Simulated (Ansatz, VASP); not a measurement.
One calculation of Sb, two programs

File INCAR:

```
PREC = Accurate
ENCUT = 520
EDIFF = 1E-8
ISMEAR = -1
SIGMA = 0.05
LREAL = F
LASPH = T
NELM = 100
ALGO = Normal
ISIF = 2
LWAVE = F
LCHARG = F
GGA = PS
LEFG = T
NBANDS = 8
```

The input KPOINTS:

```
regular mesh
0
Gamma
  13 13 13
```

Contents of POSCAR:

```
Sb
1.0
    3.1600000000      0.0316000000      0.0316000000
    0.0316000000      3.1600000000      0.0316000000
    0.0316000000      0.0316000000      3.1600000000
Sb
1
Direct
    0.0000000000      0.0000000000      0.0000000000
```

Input for Ansatz:

```yaml
crystal:
  lattice:
    - [3.16, 0.0316, 0.0316]
    - [0.0316, 3.16, 0.0316]
    - [0.0316, 0.0316, 3.16]
  atoms:
    - { symbol: Sb, position: [0.0, 0.0, 0.0] }
kpoints:
  mp_grid: { grid: [13, 13, 13] }
scf:
  occupations: { method: fermi_dirac, width: 0.05 }
hamiltonian:
  xc: pbesol
  pseudopotentials: { kind: all_electron, datasets: crystal }
output:
  forces: true
  stress: true
  eigenvalues: true
  efg: { contact_densities: true }
```

Change from the starting cell: equal xy, yz and zx shear strains of +2 %, crystal datasets.

Alike in both runs: task electric field gradients; functional PBEsol; k mesh 13 × 13 × 13; occupations fermi-dirac, width 0.05 eV; no spin polarisation.

|  | VASP | Ansatz |
| --- | --- | --- |
| version | VASP 6.6.1 | Ansatz 0.2.0 |
| potentials or method | VASP PAW PBE potentials, release 64 (Sb), cutoff 520 eV | all-electron PAW with datasets made for the crystal, scalar-relativistic |

VASP gave:

* pressure (GPa): -4.9
* traceless stress, the component that is largest in VASP (GPa): -0.34
* size of Vzz on the site where it differs most (V/Å²): 14.8

Task: Which values does Ansatz return?

Result: Pressure (GPa): -4.9; traceless stress, the component that is largest in VASP (GPa): -0.34; size of Vzz on the site where it differs most (V/Å²): 15.2.

VASP's potentials were made for PBE, not for PBEsol. Ansatz ran all-electron here, and VASP with PAW potentials.

Spin-orbit coupling is off throughout.
